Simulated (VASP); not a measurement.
# AlFe (Pm-3m) in VASP: notebook

Runs on AlFe. Level: PBEsol. Tasks: single point, relaxation of cell and atoms.

Everything below comes from runs of VASP 6.6.1. Logs are shortened: lines on timing, memory, paths and dates and some standing lists are left out, and cuts for length are marked.

## Step 1: The cell of the first run

The structure is cubic, space group Pm-3m (No. 221). Conventional cell: a = 2.845 Å, b = 2.845 Å, c = 2.845 Å, α = 90.00°, β = 90.00°, γ = 90.00°. Within 3.3 Å of Al (site symmetry m-3m) lie 8 Fe at 2.46 Å and 6 Al at 2.85 Å. Within 3.3 Å of Fe (site symmetry m-3m) lie 8 Al at 2.46 Å and 6 Fe at 2.85 Å.

## Step 2: Single point, PBEsol, collinear spin, ferromagnetic start

Contents of INCAR:

```
  PREC = Accurate
  ENCUT = 520
  EDIFF = 1E-6
  ISMEAR = 0
  SIGMA = 0.1
  LREAL = F
  LASPH = T
  NELM = 150
  ALGO = Fast
  ISIF = 2
  LWAVE = F
  LCHARG = F
  ISPIN = 2
  MAGMOM = 0 0.77
  LORBIT = 11
  LMAXMIX = 4
  GGA = PS
  NBANDS = 16
```

Contents of KPOINTS:

```
Automatic mesh
0
Gamma
  14 14 14
```

Contents of POSCAR:

```
AlFe
1.0
    2.8451057143      0.0000000000      0.0000000000
    0.0000000000      2.8451057143      0.0000000000
    0.0000000000      0.0000000000      2.8451057143
Al Fe
1 1
Direct
    0.0000000000      0.0000000000      0.0000000000
    0.5000000000      0.5000000000      0.5000000000
```

Potentials or basis: VASP PAW PBE potentials, release 64 (Al, Fe).

Run with:

```
$ cat potpaw_PBE.64/Al/POTCAR potpaw_PBE.64/Fe/POTCAR > POTCAR
$ mpirun -np 1 vasp_std > vasp.out
```

OUTCAR:

```text
PREC = Accurate
   ENCUT = 520
   EDIFF = 1E-6
   ISMEAR = 0
   LREAL = F
   LASPH = T
   NELM = 150
   ISIF = 2
   ISPIN = 2
   LORBIT = 11
   GGA = PS

 ion  position               nearest neighbor table
   1  0.000  0.000  0.000-   2 2.46   2 2.46   2 2.46   2 2.46   2 2.46   2 2.46   2 2.46   2 2.46

   2  0.500  0.500  0.500-   1 2.46   1 2.46   1 2.46   1 2.46   1 2.46   1 2.46   1 2.46   1 2.46

  LATTYP: Found a simple cubic cell.
 ALAT       =     2.8451057143

  Lattice vectors:

 A1 = (   2.8451057143,   0.0000000000,   0.0000000000)
 A2 = (   0.0000000000,   2.8451057143,   0.0000000000)
 A3 = (   0.0000000000,   0.0000000000,   2.8451057143)

Analysis of symmetry for initial positions (statically):
=====================================================================
 Subroutine PRICEL returns:
 Original cell was already a primitive cell.

 Routine SETGRP: Setting up the symmetry group for a
 simple cubic supercell.

 Subroutine GETGRP returns: Found 48 space group operations
 (whereof 48 operations were pure point group operations)
 out of a pool of 48 trial point group operations.

The static configuration has the point symmetry O_h .

Analysis of symmetry for dynamics (positions and initial velocities):
=====================================================================
 Subroutine PRICEL returns:
 Original cell was already a primitive cell.

 Routine SETGRP: Setting up the symmetry group for a
 simple cubic supercell.

 Subroutine GETGRP returns: Found 48 space group operations
 (whereof 48 operations were pure point group operations)
 out of a pool of 48 trial point group operations.

The dynamic configuration has the point symmetry O_h .

Analysis of structural, dynamic, and magnetic symmetry:
=====================================================================
 Subroutine PRICEL returns:
 Original cell was already a primitive cell.

 Routine SETGRP: Setting up the symmetry group for a
 simple cubic supercell.

 Subroutine GETGRP returns: Found 48 space group operations
 (whereof 48 operations were pure point group operations)
 out of a pool of 48 trial point group operations.

The overall configuration has the point symmetry O_h .

 Subroutine INISYM returns: Found 48 space group operations
 (whereof 48 operations are pure point group operations),
 and found     1 'primitive' translations

----------------------------------------------------------------------------------------

                                     Primitive cell

  volume of cell :      23.0301

  direct lattice vectors                    reciprocal lattice vectors
     2.845105714  0.000000000  0.000000000     0.351480789  0.000000000  0.000000000
     0.000000000  2.845105714  0.000000000     0.000000000  0.351480789  0.000000000
     0.000000000  0.000000000  2.845105714     0.000000000  0.000000000  0.351480789

  length of vectors
     2.845105714  2.845105714  2.845105714     0.351480789  0.351480789  0.351480789

  position of ions in fractional coordinates (direct lattice)
     0.000000000  0.000000000  0.000000000
     0.500000000  0.500000000  0.500000000

  ion indices of the primitive-cell ions
   primitive index   ion index
                 1           1
                 2           2

----------------------------------------------------------------------------------------

 KPOINTS: Automatic mesh

Automatic generation of k-mesh.
 Grid dimensions read from file:
 generate k-points for:   14   14   14

 Generating k-lattice:

  Cartesian coordinates                     Fractional coordinates (reciprocal lattice)
     0.025105771  0.000000000  0.000000000     0.071428571  0.000000000  0.000000000
     0.000000000  0.025105771  0.000000000     0.000000000  0.071428571  0.000000000
     0.000000000  0.000000000  0.025105771     0.000000000  0.000000000  0.071428571

  Length of vectors
     0.025105771  0.025105771  0.025105771

  Shift w.r.t. Gamma in fractional coordinates (k-lattice)
     0.000000000  0.000000000  0.000000000

 Subroutine IBZKPT returns following result:
 ===========================================

 Found    120 irreducible k-points:

 Following reciprocal coordinates:
            Coordinates               Weight
  0.000000  0.000000  0.000000      1.000000
  0.071429  0.000000  0.000000      6.000000
  0.142857  0.000000  0.000000      6.000000
  0.214286  0.000000  0.000000      6.000000
  0.285714  0.000000  0.000000      6.000000
  0.357143  0.000000  0.000000      6.000000
[... 16 lines left out ...]
  0.285714  0.214286  0.000000     24.000000
  0.357143  0.214286  0.000000     24.000000
 [... further k-points ...]
   k-points           NKPTS =    120   k-points in BZ     NKDIM =    120   number of bands    NBANDS=     16
   number of dos      NEDOS =    301   number of ions     NIONS =      2
   total plane-waves  NPLWV =  13824
   dimension x,y,z NGX =    24 NGY =   24 NGZ =   24
   dimension x,y,z NGXF=    48 NGYF=   48 NGZF=   48
   ions per type =               1   1
   NGX,Y,Z   is equivalent  to a cutoff of  14.02, 14.02, 14.02 a.u.
   NGXF,Y,Z  is equivalent  to a cutoff of  28.05, 28.05, 28.05 a.u.
 SYSTEM =  unknown system
   PREC   = accura    normal or accurate (medium, high low for compatibility)
   ISTART =      0    job   : 0-new  1-cont  2-samecut
   ICHARG =      2    charge: 1-file 2-atom 10-const
   ISPIN  =      2    spin polarized calculation?
   LNONCOLLINEAR =      F non collinear calculations
   LSORBIT =      F    spin-orbit coupling
   LASPH  =      T    aspherical Exc in radial PAW
   ENCUT  =  520.0 eV  38.22 Ry    6.18 a.u.   5.29  5.29  5.29*2*pi/ulx,y,z
   NELM   =    150;   NELMIN=  2; NELMDL= -5     # of ELM steps
   EDIFF  = 0.1E-05   stopping-criterion for ELM
   LREAL  =      F    real-space projection
   EDIFFG = 0.1E-04   stopping-criterion for IOM
   NSW    =      0    number of steps for IOM
   IBRION =     -1    ionic relax: 0-MD 1-quasi-New 2-CG
   NFREE  =      0    steps in history (QN), initial steepest desc. (CG)
   ISIF   =      2    stress and relaxation
   ISYM   =      2    0-nonsym 1-usesym 2-fastsym
   POTIM  = 0.5000    time-step for ionic-motion
   TEBEG  =    0.0;   TEEND  =   0.0 temperature during run
   PSTRESS=    0.0 pullay stress
   NELECT =      11.0000    total number of electrons
   NUPDOWN=      -1.0000    fix difference up-down
   EMIN   =  10.00;   EMAX   =-10.00  energy-range for DOS
   EFERMI =   0.00;   METHOD = LEGACY
   ISMEAR =     0;   SIGMA  =   0.10  broadening in eV -4-tet -1-fermi 0-gaus
   EFERMI_NEDOS =   21; number of points for ismear=-14 and -15
   IALGO  =     68    algorithm
   IMIX   =      4    mixing-type and parameters
     AMIX     =   0.40;   BMIX     =  1.00
     AMIX_MAG =   1.60;   BMIX_MAG =  1.00
  volume/ion in A,a.u.               =      11.52        77.71
  Fermi-wavevector in a.u.,A,eV,Ry     =   1.279697  2.418278 22.281250  1.637626
  Thomas-Fermi vector in A             =   2.412168
   LORBIT       =     11    0 simple, 1 ext, 2 COOP (PROOUT), +10 PAW based schemes
   GGA     = PS    functional components
   LHFCALC =     F    Hartree Fock is set to
   AEXX    =    0.0000 exact exchange contribution
   IVDW    =     0    specifies the selected vdW correction
   LEPSILON=     F    determine dielectric tensor
   LRPA    =     F    only Hartree local field effects (RPA)
 spin polarized calculation
 RMM-DIIS sequential band-by-band and
 Gauss-broadening in eV      SIGMA  =   0.10
  energy-cutoff  :      520.00
  volume of cell :       23.03
 maximum number of plane-waves:       639
 NGX is ok and might be reduce to    24
   NGX = 11   NGY = 11   NGZ = 11

 number of electron      11.0000003 magnetization       0.6560311

 Free energy of the ion-electron system (eV)
  ---------------------------------------------------
  ext. energy  EPLUGINS =         0.00000000
  ---------------------------------------------------
  free energy    TOTEN  =       -13.73588271 eV

  energy without entropy =      -13.72540396  energy(sigma->0) =      -13.73064333

 E-fermi :   8.2039     XC(G=0): -12.4061

 val. band max:        8.2003180953   @ k =   0.5000   0.2857   0.1429
 cond. band min:       8.2135219335   @ k =   0.4286   0.3571   0.3571
 fundamental gap:      0.0132038382
 Fermi energy:         8.2039111257

 spin component 1

 k-point     1 :       0.0000    0.0000    0.0000
  band No.  band energies     occupation
      1      -2.3679      1.00000
      2       5.5867      1.00000
      3       5.5867      1.00000
      4       7.8982      0.99999
      5       7.8982      0.99999
      6       7.8982      0.99999
[... 8 lines left out ...]
     15      30.3725      0.00000
     16      32.2207      0.00000
[... 419 lines left out ...]
 k-point    24 :       0.3571    0.2143    0.0000
  band No.  band energies     occupation
      1       0.7350      1.00000
      2       4.5547      1.00000
      3       6.0989      1.00000
      4       6.8055      1.00000
      5       7.1463      1.00000
      6       7.6219      1.00000
[... 8 lines left out ...]
     15      27.1443      0.00000
     16      30.1413      0.00000

 [... further k-points ...]

 spin component 2

 k-point     1 :       0.0000    0.0000    0.0000
  band No.  band energies     occupation
      1      -2.3453      1.00000
      2       5.9399      1.00000
      3       5.9399      1.00000
      4       8.6565      0.00000
      5       8.6565      0.00000
      6       8.6565      0.00000
[... 8 lines left out ...]
     15      30.4282      0.00000
     16      32.2221      0.00000
[... 419 lines left out ...]
 k-point    24 :       0.3571    0.2143    0.0000
  band No.  band energies     occupation
      1       0.7649      1.00000
      2       4.7258      1.00000
      3       6.4515      1.00000
      4       7.3248      1.00000
      5       7.8272      1.00000
      6       8.3519      0.01819
[... 8 lines left out ...]
     15      27.1962      0.00000
     16      30.1482      0.00000

 [... further k-points ...]

------------------------ aborting loop because EDIFF is reached ----------------------------------------

  FORCE on cell =-STRESS in cart. coord.  units (eV):
  Direction    XX          YY          ZZ          XY          YZ          ZX
  --------------------------------------------------------------------------------------
  -------------------------------------------------------------------------------------
  Total        0.0572484      0.0572484      0.0572484      0.0000000     -0.0000000      0.0000000
  in kB        3.9827098      3.9827098      3.9827098      0.0000000     -0.0000000      0.0000000
  external PRESSURE =       3.9827098 kB  Pullay stress =       0.0000000 kB

 VOLUME and BASIS-vectors are now :
 -----------------------------------------------------------------------------
  energy-cutoff  :      520.00
  volume of cell :       23.03
      direct lattice vectors                 reciprocal lattice vectors
     2.845105714  0.000000000  0.000000000     0.351480789  0.000000000  0.000000000
     0.000000000  2.845105714  0.000000000     0.000000000  0.351480789  0.000000000
     0.000000000  0.000000000  2.845105714     0.000000000  0.000000000  0.351480789

 POSITION                                       TOTAL-FORCE (eV/Angst)
 -----------------------------------------------------------------------------------
      0.00000      0.00000      0.00000         0.000000      0.000000      0.000000
      1.42255      1.42255      1.42255         0.000000      0.000000      0.000000
 -----------------------------------------------------------------------------------
    total drift:                                0.000000     -0.000000     -0.000000

  FREE ENERGIE OF THE ION-ELECTRON SYSTEM (eV)
  ---------------------------------------------------
  free  energy   TOTEN  =       -13.7358827069 eV

  energy  without entropy=      -13.7254039573  energy(sigma->0) =      -13.73064333

 total charge

# of ion       s       p       d       tot
------------------------------------------
    1        0.403   0.450   0.000   0.853
    2        0.447   0.528   6.520   7.495
--------------------------------------------------
tot          0.850   0.978   6.520   8.348

 magnetization (x)

# of ion       s       p       d       tot
------------------------------------------
    1       -0.007  -0.014   0.000  -0.021
    2       -0.001   0.007   0.682   0.688
--------------------------------------------------
tot         -0.008  -0.007   0.682   0.667
```

Wall time 58 s (1 thread of Intel Xeon Platinum 8488C (Sapphire Rapids), shared host); peak memory 0.19 GiB.

Results:

* Free energy: -13.7359 eV
* Pressure: 0.4 GPa
* Net moment: 0.66 μB per cell
* Site moments: Al -0.02; Fe +0.69 μB
* Valence electrons inside the program's atomic spheres: Al 0.85; Fe 7.50

Caveat: the PAW data sets were made with another functional, which shifts forces and pressure a little.

## Step 3: Relaxation of cell and atoms, PBEsol, collinear spin, ferromagnetic start

This run uses another cell than the first one, of 11.87 Å³/atom.

Contents of INCAR:

```
SYSTEM = AlFe
  PREC = Accurate
  ENCUT = 600
  EDIFF = 1E-7
  ISMEAR = 0
  SIGMA = 0.1
  LREAL = .False.
  LASPH = .True.
  NELM = 150
  ALGO = Fast
  ISIF = 3
  LWAVE = .False.
  LCHARG = .False.
  ISPIN = 2
  MAGMOM = 0 0.77
  LORBIT = 11
  LMAXMIX = 4
  GGA = PS
  IBRION = 2
  NSW = 70
  EDIFFG = -0.005
```

Contents of KPOINTS:

```
regular mesh
0
Gamma
  14 14 14
  0 0 0
```

Contents of POSCAR:

```
AlFe
1.0
    2.8743309089      0.0000000000      0.0000000000
    0.0000000000      2.8743309089      0.0000000000
    0.0000000000      0.0000000000      2.8743309089
Al Fe
1 1
Direct
    0.0000000000      0.0000000000      0.0000000000
    0.5000000000      0.5000000000      0.5000000000
```

Potentials or basis: VASP PAW PBE potentials, release 64 (Al, Fe).

Run with:

```
$ cat potpaw_PBE.64/Al/POTCAR potpaw_PBE.64/Fe/POTCAR > POTCAR
$ mpirun -np 1 vasp_std > vasp.out
```

It took 77 s on 1 thread of Intel Xeon Platinum 8488C (Sapphire Rapids), shared host; peak memory 0.2 GiB.

It converged, with:

```yaml
Free_energy: -13.7359 eV
Relaxed_volume: 11.52 Å³/atom
Relaxed_cell: a = 2.846 Å, b = 2.846 Å, c = 2.846 Å, α = 90.00°, β = 90.00°, γ = 90.00°
Space_group_after_relaxing_to_0.1_Å: Pm-3m (No. 221)
Energy_gained_by_relaxing: 6.0 meV/atom
Ionic_steps: 3
Pressure_after_relaxing: 0.0 GPa
Net_moment: 0.66 μB per cell
Site_moments: Al -0.02; Fe +0.69 μB
Valence_electrons_inside_the_program's_atomic_spheres: Al 0.85; Fe 7.49
```

Step by step:
```csv
step,energy change (eV),largest force (eV/Å),pressure (GPa),volume (Å³)
1,0.0000,0.0000,-5.32,23.75
2,-0.0012,0.0000,5.66,22.42
3,-0.0120,0.0000,-0.03,23.05
```

Final structure:
```yaml
crystal:
  lattice:
    - [2.84585, 0.00000, 0.00000]
    - [0.00000, 2.84585, 0.00000]
    - [0.00000, 0.00000, 2.84585]
  atoms:
    - { symbol: Al, position: [0.00000, 0.00000, 0.00000] }
    - { symbol: Fe, position: [0.50000, 0.50000, 0.50000] }
```

Levels at points of the mesh, in eV from the Fermi level:
Spin up:
| k point | band 4 | band 5 | band 6 | band 7 | band 8 | band 9 |
| --- | --- | --- | --- | --- | --- | --- |
| (0.00, 0.00, 0.00) | -0.31 | -0.31 | -0.31 | 6.54 | 6.54 | 6.54 |
| (0.50, 0.00, 0.00) | -1.30 | -1.30 | -0.18 | 0.97 | 8.79 | 11.24 |
| (0.50, 0.50, 0.00) | -2.13 | -1.07 | -1.07 | 0.49 | 3.37 | 4.33 |
| (0.50, 0.50, 0.50) | 0.54 | 0.54 | 3.00 | 3.00 | 3.00 | 4.60 |
Spin down:
```
           k point  band 3  band 4  band 5  band 6  band 7  band 8
(0.00, 0.00, 0.00)   -2.26    0.45    0.45    0.45    6.59    6.59
(0.50, 0.00, 0.00)   -1.55   -0.64   -0.64    0.59    1.45    8.72
(0.50, 0.50, 0.00)   -2.12   -2.12   -0.37   -0.37    1.02    3.70
(0.50, 0.50, 0.50)   -3.31    1.06    1.06    3.07    3.07    3.07
```

Caveat: the PAW data sets were made with another functional, which shifts forces and pressure a little.
